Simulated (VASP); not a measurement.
# GaP2 (P-4m2) in VASP: notebook, part 2 of 2

VASP 6.6.1.

### Step 3. Relaxation of cell and atoms, PBE

This run uses another cell than the first one, of 17.80 Å³/atom, 0.969 times its volume.

INCAR reads:

```
PREC = Accurate
ENCUT = 600
EDIFF = 1E-6
ISMEAR = 0
SIGMA = 0.1
LREAL = F
LASPH = T
NELM = 60
ALGO = Normal
ISIF = 3
LWAVE = F
LCHARG = F
GGA = PE
IBRION = 2
NSW = 90
EDIFFG = -0.04
```

KPOINTS reads:

```
regular mesh
0
Gamma
  6 6 4
```

POSCAR reads:

```
GaP2
1.0
    3.6210139291      0.0000000000      0.0000000000
    0.0000000000      3.6210139291      0.0000000000
    0.0000000000      0.0000000000      4.0728559473
Ga P
1 2
Direct
    0.0000000000      0.0000000000      0.0000000000
    0.5000000000      0.0000000000      0.5638228442
    0.0000000000      0.5000000000      0.4361771558
```

Potentials or basis: VASP PAW PBE potentials, release 64 (Ga_d, P).

Started as:

```console
$ cat potpaw_PBE.64/Ga_d/POTCAR potpaw_PBE.64/P/POTCAR > POTCAR
$ mpirun -np 1 vasp_std > vasp.out
```

OUTCAR:

```text
PREC = Accurate
   ENCUT = 600
   EDIFF = 1E-6
   ISMEAR = 0
   LREAL = F
   LASPH = T
   NELM = 60
   ISIF = 3
   GGA = PE
   IBRION = 2
   NSW = 90
   EDIFFG = -0.04

 ion  position               nearest neighbor table
   1  0.000  0.000  0.000-   2 2.54   3 2.54   3 2.54   2 2.54   2 2.92   3 2.92   2 2.92   3 2.92

   2  0.500  0.000  0.564-   1 2.54   1 2.54   3 2.61   3 2.61   3 2.61   3 2.61   1 2.92   1 2.92

   3  0.000  0.500  0.436-   1 2.54   1 2.54   2 2.61   2 2.61   2 2.61   2 2.61   1 2.92   1 2.92

  LATTYP: Found a simple tetragonal cell.
 ALAT       =     3.6210139291
 C/A-ratio  =     1.1247832864

  Lattice vectors:

 A1 = (   3.6210139291,   0.0000000000,   0.0000000000)
 A2 = (   0.0000000000,   3.6210139291,   0.0000000000)
 A3 = (   0.0000000000,   0.0000000000,   4.0728559473)

Analysis of symmetry for initial positions (statically):
=====================================================================
 Subroutine PRICEL returns:
 Original cell was already a primitive cell.

 Routine SETGRP: Setting up the symmetry group for a
 simple tetragonal supercell.

 Subroutine GETGRP returns: Found  8 space group operations
 (whereof  8 operations were pure point group operations)
 out of a pool of 16 trial point group operations.

The static configuration has the point symmetry D_2d.

Analysis of symmetry for dynamics (positions and initial velocities):
=====================================================================
 Subroutine PRICEL returns:
 Original cell was already a primitive cell.

 Routine SETGRP: Setting up the symmetry group for a
 simple tetragonal supercell.

 Subroutine GETGRP returns: Found  8 space group operations
 (whereof  8 operations were pure point group operations)
 out of a pool of 16 trial point group operations.

The dynamic configuration has the point symmetry D_2d.

 Subroutine INISYM returns: Found  8 space group operations
 (whereof  8 operations are pure point group operations),
 and found     1 'primitive' translations

----------------------------------------------------------------------------------------

                                     Primitive cell

  volume of cell :      53.4022

  direct lattice vectors                    reciprocal lattice vectors
     3.621013929  0.000000000  0.000000000     0.276165742  0.000000000  0.000000000
     0.000000000  3.621013929  0.000000000     0.000000000  0.276165742  0.000000000
     0.000000000  0.000000000  4.072855947     0.000000000  0.000000000  0.245527957

  length of vectors
     3.621013929  3.621013929  4.072855947     0.276165742  0.276165742  0.245527957

  position of ions in fractional coordinates (direct lattice)
     0.000000000  0.000000000  0.000000000
     0.500000000  0.000000000  0.563822844
     0.000000000  0.500000000  0.436177156

  ion indices of the primitive-cell ions
   primitive index   ion index
                 1           1
                 2           2
                 3           3

----------------------------------------------------------------------------------------

 KPOINTS: regular mesh

Automatic generation of k-mesh.
 Grid dimensions read from file:
 generate k-points for:    6    6    4
[... 57 lines left out ...]
   ICHARG =      2    charge: 1-file 2-atom 10-const
   ISPIN  =      1    spin polarized calculation?
   LNONCOLLINEAR =      F non collinear calculations
   LSORBIT =      F    spin-orbit coupling
   LASPH  =      T    aspherical Exc in radial PAW
   ENCUT  =  600.0 eV  44.10 Ry    6.64 a.u.   7.23  7.23  8.13*2*pi/ulx,y,z
   NELM   =     60;   NELMIN=  2; NELMDL= -5     # of ELM steps
   EDIFF  = 0.1E-05   stopping-criterion for ELM
   LREAL  =      F    real-space projection
   EDIFFG = -.4E-01   stopping-criterion for IOM
   NSW    =     90    number of steps for IOM
   IBRION =      2    ionic relax: 0-MD 1-quasi-New 2-CG
   NFREE  =      1    steps in history (QN), initial steepest desc. (CG)
   ISIF   =      3    stress and relaxation
   ISYM   =      2    0-nonsym 1-usesym 2-fastsym
   POTIM  = 0.5000    time-step for ionic-motion
   TEBEG  =    0.0;   TEEND  =   0.0 temperature during run
   PSTRESS=    0.0 pullay stress
   NELECT =      23.0000    total number of electrons
   NUPDOWN=      -1.0000    fix difference up-down
   EMIN   =  10.00;   EMAX   =-10.00  energy-range for DOS
   EFERMI =   0.00;   METHOD = LEGACY
   ISMEAR =     0;   SIGMA  =   0.10  broadening in eV -4-tet -1-fermi 0-gaus
   EFERMI_NEDOS =   21; number of points for ismear=-14 and -15
   IALGO  =     38    algorithm
   IMIX   =      4    mixing-type and parameters
     AMIX     =   0.40;   BMIX     =  1.00
     AMIX_MAG =   1.60;   BMIX_MAG =  1.00
  volume/ion in A,a.u.               =      17.80       120.13
  Fermi-wavevector in a.u.,A,eV,Ry     =   1.236320  2.336306 20.796337  1.528488
  Thomas-Fermi vector in A             =   2.370934
   LORBIT       =      0    0 simple, 1 ext, 2 COOP (PROOUT), +10 PAW based schemes
   GGA     = PE    functional components
   LHFCALC =     F    Hartree Fock is set to
   AEXX    =    0.0000 exact exchange contribution
   IVDW    =     0    specifies the selected vdW correction
   LEPSILON=     F    determine dielectric tensor
   LRPA    =     F    only Hartree local field effects (RPA)
 conjugate gradient relaxation of ions
 non-spin polarized calculation
 Gauss-broadening in eV      SIGMA  =   0.10
  energy-cutoff  :      600.00
  volume of cell :       53.40
 maximum number of plane-waves:      1812
 NGX is ok and might be reduce to    30
   NGX = 15   NGY = 15   NGZ = 17

--------------------------------------- Ionic step        1  -------------------------------------------

 number of electron      23.0000013 magnetization

 Free energy of the ion-electron system (eV)
  ---------------------------------------------------
  ext. energy  EPLUGINS =         0.00000000
  ---------------------------------------------------
  free energy    TOTEN  =       -12.91390866 eV

  energy without entropy =      -12.90783576  energy(sigma->0) =      -12.91087221

------------------------ aborting loop because EDIFF is reached ----------------------------------------

  FORCE on cell =-STRESS in cart. coord.  units (eV):
  Direction    XX          YY          ZZ          XY          YZ          ZX
  --------------------------------------------------------------------------------------
  -------------------------------------------------------------------------------------
  Total        0.2922760      0.2922760      0.1368593      0.0000000      0.0000000     -0.0000000
  in kB        8.7688835      8.7688835      4.1060616      0.0000000      0.0000000     -0.0000000
  external PRESSURE =       7.2146095 kB  Pullay stress =       0.0000000 kB
[... 135 lines left out ...]
--------------------------------------- Ionic step        5  -------------------------------------------

 number of electron      23.0000005 magnetization

 Free energy of the ion-electron system (eV)
  ---------------------------------------------------
  ext. energy  EPLUGINS =         0.00000000
  ---------------------------------------------------
  free energy    TOTEN  =       -12.91691589 eV

  energy without entropy =      -12.91225570  energy(sigma->0) =      -12.91458579

 E-fermi :   6.7610     XC(G=0): -10.5127

 val. band max:        6.6402022002   @ k =   0.5000   0.5000   0.0000
 cond. band min:       6.7759664255   @ k =   0.1667   0.1667   0.2500
 fundamental gap:      0.1357642253
 Fermi energy:         6.7609603111

 k-point     1 :       0.0000    0.0000    0.0000
  band No.  band energies     occupation
      1      -8.4242      2.00000
      2      -8.3353      2.00000
      3      -8.2799      2.00000
      4      -8.2799      2.00000
      5      -8.2277      2.00000
      6      -7.5701      2.00000
      7      -0.3354      2.00000
      8       2.5228      2.00000
      9       2.6007      2.00000
     10       2.6007      2.00000
     11       3.0801      2.00000
     12       8.0126      0.00000
     13       9.7547      0.00000
     14      10.1686      0.00000
[... 401 lines left out ...]
      2      -8.2949      2.00000
      3      -8.2899      2.00000
      4      -8.2424      2.00000
      5      -8.2375      2.00000
      6      -4.7743      2.00000
      7      -4.0562      2.00000
      8      -0.8275      2.00000
      9       1.3717      2.00000
     10       5.3579      2.00000
     11       5.9047      2.00000
     12       6.4313      2.00000
     13       7.6345      0.00000
     14       9.4405      0.00000
     15      10.0987      0.00000

 [... further k-points ...]

------------------------ aborting loop because EDIFF is reached ----------------------------------------

  FORCE on cell =-STRESS in cart. coord.  units (eV):
  Direction    XX          YY          ZZ          XY          YZ          ZX
  --------------------------------------------------------------------------------------
  -------------------------------------------------------------------------------------
  Total       -0.0020641     -0.0020641      0.0437116      0.0000000      0.0000000      0.0000000
  in kB       -0.0612760     -0.0612760      1.2976284      0.0000000      0.0000000      0.0000000
  external PRESSURE =       0.3916921 kB  Pullay stress =       0.0000000 kB
[... 18 lines left out ...]
  FREE ENERGIE OF THE ION-ELECTRON SYSTEM (eV)
  ---------------------------------------------------
  free  energy   TOTEN  =       -12.9169158884 eV

  energy  without entropy=      -12.9122556976  energy(sigma->0) =      -12.91458579

 reached required accuracy - stopping structural energy minimisation
```

OSZICAR:

```text
N       E                     dE             d eps       ncg     rms          rms(c)
DAV:   1     0.124508695936E+03    0.12451E+03   -0.12235E+04   924   0.218E+03
DAV:   2    -0.247057494162E+01   -0.12698E+03   -0.12521E+03   998   0.399E+02
DAV:   3    -0.128126376867E+02   -0.10342E+02   -0.10150E+02  1180   0.878E+01
[... 33 lines left out ...]
DAV:   1    -0.129169200039E+02   -0.47818E-03   -0.99662E-02   914   0.212E+00    0.174E-01
DAV:   2    -0.129170887136E+02   -0.16871E-03   -0.63143E-03  1208   0.675E-01    0.862E-02
DAV:   3    -0.129169410225E+02    0.14769E-03   -0.21860E-04  1122   0.156E-01    0.380E-02
DAV:   4    -0.129169162334E+02    0.24789E-04   -0.50431E-05  1192   0.772E-02    0.880E-03
DAV:   5    -0.129169158884E+02    0.34496E-06   -0.86576E-06  1033   0.246E-02
   5 F= -.12916916E+02 E0= -.12914586E+02  d E =-.109735E-02
```

Wall time 34 s (1 thread of Intel Xeon 6975P-C (Granite Rapids), shared host); peak memory 0.19 GiB.

Results:

* Free energy: -12.9169 eV
* Relaxed volume: 17.99 Å³/atom
* Relaxed cell: a = 3.641 Å, b = 3.641 Å, c = 4.071 Å, α = 90.00°, β = 90.00°, γ = 90.00°
* Space group after relaxing (to 0.05 Å): P-4m2 (No. 115)
* Energy gained by relaxing: 1.0 meV/atom
* Ionic steps: 5
* Pressure after relaxing: 0.0 GPa

Stress tensor (GPa, compression positive):
```
-0.01  0.00  0.00
 0.00 -0.01  0.00
 0.00  0.00  0.13
```

Step by step:
| step | energy change (eV) | largest force (eV/Å) | pressure (GPa) | volume (Å³) |
| --- | --- | --- | --- | --- |
| 1 | 0.0000 | 0.0811 | 0.72 | 53.40 |
| 2 | -0.0019 | 0.0757 | -0.14 | 54.02 |
| 3 | -0.0019 | 0.0756 | -0.18 | 54.04 |
| 4 | -0.0025 | 0.0522 | -0.09 | 54.02 |
| 5 | -0.0030 | 0.0015 | 0.04 | 53.97 |

Final structure:
```
CELL_PARAMETERS angstrom
3.64128 0.00000 0.00000
0.00000 3.64128 0.00000
0.00000 0.00000 4.07051
ATOMIC_POSITIONS crystal
Ga 0.00000 0.00000 0.00000
P 0.50000 0.00000 0.56817
P 0.00000 0.50000 0.43182
```

Caveat: the k points lie up to 0.39 Å⁻¹ apart in the final cell.

### Step 4. Single point, PBE

This run uses another cell than the first one, of 18.29 Å³/atom, 0.996 times its volume.

INCAR reads:

```
SYSTEM = GaP2
PREC = Accurate
ENCUT = 520
EDIFF = 1E-6
ISMEAR = 0
SIGMA = 0.1
LREAL = .False.
LASPH = .True.
NELM = 100
ALGO = Normal
ISIF = 2
LWAVE = .False.
LCHARG = .False.
GGA = PE
NBANDS = 18
```

KPOINTS reads:

```
Automatic mesh
0
Gamma
  12 12 12
  0 0 0
```

POSCAR reads:

```
GaP2
1.0
    3.3952033231      0.0000000000      0.0000000000
    0.0000000000      3.3952033231      0.0000000000
    0.0000000000      0.0000000000      4.7604245977
Ga P
1 2
Direct
    0.0000000000      0.0000000000      0.0000000000
    0.5000000000      0.0000000000      0.5583409372
    0.0000000000      0.5000000000      0.4416590628
```

Potentials or basis: VASP PAW PBE potentials, release 64 (Ga_d, P).

Started as:

```console
$ cat potpaw_PBE.64/Ga_d/POTCAR potpaw_PBE.64/P/POTCAR > POTCAR
$ mpirun -np 1 vasp_std > vasp.out
```

OUTCAR:

```text
SYSTEM = GaP2
   PREC = Accurate
   ENCUT = 520
   EDIFF = 1E-6
   ISMEAR = 0
   LREAL = .False.
   LASPH = .True.
   NELM = 100
   ISIF = 2
   GGA = PE

 ion  position               nearest neighbor table
   1  0.000  0.000  0.000-   2 2.70   3 2.70   3 2.70   2 2.70
   2  0.500  0.000  0.558-   3 2.46   3 2.46   3 2.46   3 2.46   1 2.70   1 2.70
   3  0.000  0.500  0.442-   2 2.46   2 2.46   2 2.46   2 2.46   1 2.70   1 2.70

  LATTYP: Found a simple tetragonal cell.
 ALAT       =     3.3952033231
 C/A-ratio  =     1.4021029507

  Lattice vectors:

 A1 = (   3.3952033231,   0.0000000000,   0.0000000000)
 A2 = (   0.0000000000,   3.3952033231,   0.0000000000)
 A3 = (   0.0000000000,   0.0000000000,   4.7604245977)

Analysis of symmetry for initial positions (statically):
=====================================================================
 Subroutine PRICEL returns:
 Original cell was already a primitive cell.

 Routine SETGRP: Setting up the symmetry group for a
 simple tetragonal supercell.

 Subroutine GETGRP returns: Found  8 space group operations
 (whereof  8 operations were pure point group operations)
 out of a pool of 16 trial point group operations.

[... 166 lines left out ...]

 val. band max:        6.6568013307   @ k =   0.3333   0.0000   0.0000
 cond. band min:       6.6958950924   @ k =   0.3333   0.0000   0.0833
 fundamental gap:      0.0390937617
 Fermi energy:         6.6863511951

 k-point     1 :       0.0000    0.0000    0.0000
  band No.  band energies     occupation
      1      -8.5837      2.00000
      2      -8.3220      2.00000
      3      -8.2331      2.00000
      4      -8.2331      2.00000
      5      -8.2143      2.00000
      6      -7.9606      2.00000
[... 481 lines left out ...]
      5      -8.2088      2.00000
      6      -4.9671      2.00000
[... 10 lines left out ...]
     17      13.5536      0.00000
     18      14.3007      0.00000

 [... further k-points ...]

------------------------ aborting loop because EDIFF is reached ----------------------------------------

  FORCE on cell =-STRESS in cart. coord.  units (eV):
  Direction    XX          YY          ZZ          XY          YZ          ZX
  --------------------------------------------------------------------------------------
  -------------------------------------------------------------------------------------
  Total       -0.0429335     -0.0429335      0.0207741      0.0000000     -0.0000000      0.0000000
  in kB       -1.2535160     -1.2535160      0.6065356      0.0000000     -0.0000000      0.0000000
  external PRESSURE =      -0.6334988 kB  Pullay stress =       0.0000000 kB

 VOLUME and BASIS-vectors are now :
 -----------------------------------------------------------------------------
  energy-cutoff  :      520.00
  volume of cell :       54.88
      direct lattice vectors                 reciprocal lattice vectors
     3.395203323  0.000000000  0.000000000     0.294533171  0.000000000  0.000000000
     0.000000000  3.395203323  0.000000000     0.000000000  0.294533171  0.000000000
     0.000000000  0.000000000  4.760424598     0.000000000  0.000000000  0.210065296

 POSITION                                       TOTAL-FORCE (eV/Angst)
 -----------------------------------------------------------------------------------
      0.00000      0.00000      0.00000        -0.000000      0.000000      0.000000
      1.69760      0.00000      2.65794         0.000000      0.000000     -0.012079
      0.00000      1.69760      2.10248         0.000000     -0.000000      0.012079
 -----------------------------------------------------------------------------------
    total drift:                               -0.000000     -0.000000      0.000000

  FREE ENERGIE OF THE ION-ELECTRON SYSTEM (eV)
  ---------------------------------------------------
  free  energy   TOTEN  =       -12.9405144372 eV

  energy  without entropy=      -12.9368437030  energy(sigma->0) =      -12.93867907
```

OSZICAR:

```text
N       E                     dE             d eps       ncg     rms          rms(c)
DAV:   1     0.119851563954E+03    0.11985E+03   -0.11011E+04  7374   0.165E+03
DAV:   2    -0.210958010134E+01   -0.12196E+03   -0.11795E+03  7836   0.336E+02
DAV:   3    -0.128128087898E+02   -0.10703E+02   -0.10501E+02  9082   0.824E+01
DAV:   4    -0.130578054721E+02   -0.24500E+00   -0.24429E+00  8674   0.118E+01
DAV:   5    -0.130628520103E+02   -0.50465E-02   -0.50439E-02  9158   0.170E+00    0.618E+00
DAV:   6    -0.129486313319E+02    0.11422E+00   -0.31039E-01  9756   0.760E+00    0.362E+00
DAV:   7    -0.129403833880E+02    0.82479E-02   -0.54664E-02  8602   0.147E+00    0.952E-01
DAV:   8    -0.129403704628E+02    0.12925E-04   -0.62087E-03  8344   0.789E-01    0.111E-01
DAV:   9    -0.129404776477E+02   -0.10718E-03   -0.70421E-04  8934   0.266E-01    0.979E-02
DAV:  10    -0.129405013969E+02   -0.23749E-04   -0.57802E-05  8232   0.491E-02    0.234E-02
DAV:  11    -0.129405142486E+02   -0.12852E-04   -0.21682E-05  7774   0.496E-02    0.932E-03
DAV:  12    -0.129405144372E+02   -0.18863E-06   -0.16722E-06  6598   0.130E-02
   1 F= -.12940514E+02 E0= -.12938679E+02  d E =-.367073E-02
```

Wall time 60 s (1 thread of Intel Xeon 6975P-C (Granite Rapids), shared host); peak memory 0.3 GiB.

Results:

```
Free energy   : -12.9405 eV
Pressure      : -0.1 GPa
Largest force : 0.012 eV/Å
```

Forces in eV/Å, atoms in the order of the input:
```
Ga   0.000  0.000  0.000
P    0.000  0.000 -0.012
P    0.000  0.000  0.012
```

Levels at points of the mesh, in eV from the Fermi level:
| k point | band 9 | band 10 | band 11 | band 12 | band 13 | band 14 | band 15 | band 16 |
| --- | --- | --- | --- | --- | --- | --- | --- | --- |
| (0.00, 0.00, 0.00) | -3.77 | -3.77 | -3.35 | 1.92 | 2.68 | 4.69 | 4.69 | 6.03 |
| (0.50, 0.00, 0.00) | -3.76 | -3.19 | -1.20 | -0.73 | -0.61 | 1.55 | 1.83 | 6.64 |
| (0.50, 0.50, 0.00) | -7.00 | -1.71 | -1.71 | -1.37 | -0.35 | 1.25 | 1.25 | 2.88 |
| (0.00, 0.00, 0.50) | -3.56 | -3.56 | -0.32 | 0.86 | 2.01 | 2.80 | 2.80 | 4.83 |
| (0.50, 0.00, 0.50) | -5.09 | -0.93 | -0.68 | 0.98 | 1.71 | 1.79 | 4.12 | 4.89 |
| (0.50, 0.50, 0.50) | -6.92 | -4.44 | -3.51 | -3.51 | 1.22 | 5.32 | 5.32 | 6.13 |

### Step 5. Summary

```csv
task,cell,k mesh,cutoff (eV),gap on the mesh (eV),pressure (GPa),relaxed volume (Å³/atom)
relaxation of cell and atoms,"relaxed from a = 3.791, b = 3.791, c = 3.833 Å, 3 atoms",4 × 4 × 4,600,none,0.1,17.79
relaxation of cell and atoms,"relaxed from a = 3.621, b = 3.621, c = 4.073 Å, 3 atoms",6 × 6 × 4,600,none,0.0,17.99
single point,"a = 3.395, b = 3.395, c = 4.760 Å, 3 atoms",12 × 12 × 12,520,none,-0.1,-
```

Alike in all rows: level PBE; potentials or basis VASP PAW PBE potentials, release 64 (Ga_d, P); no spin polarisation; smearing gaussian 0.1 eV.

Caveats: some runs use coarse meshes.

Total energies depend on the potentials used, so only differences within one code and one set of settings carry meaning.
